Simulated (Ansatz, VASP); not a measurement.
# Two plane-wave programs on C

```
C
1.0
     2.45889    0.00000    0.00000
    -1.22945    2.12946    0.00000
     0.00000    0.00000    7.24400
C
4
Direct
  0.00000 0.00000 0.00250
  0.00000 0.00000 0.50250
  0.33333 0.66667 0.00250
  0.66667 0.33333 0.50250
```

Alike in both runs: functional PBEsol; k mesh 21 × 21 × 6; occupations gaussian, width 0.1 eV; no spin polarisation.

Ansatz relaxed the structure, and its values are those at the end. VASP's run is a single point on that final structure, the one shown.

|  | VASP | Ansatz |
| --- | --- | --- |
| version | VASP 6.6.1 | Ansatz 0.2.0 |
| potentials or method | VASP PAW PBE potentials, release 64 (C), cutoff 520 eV | scalar-relativistic, plane waves, PAW |
| valence electrons in the cell | 16 | 16 |

|  | VASP | Ansatz | Ansatz less VASP |
| --- | --- | --- | --- |
| gap on the k mesh at the Fermi level (eV) | none | none | - |
| pressure (GPa) | 0.6 | 0.0 | -0.62 |

VASP's potentials were made for PBE, not for PBEsol. A gap of «none» marks a metal or a gap that the smearing closes.
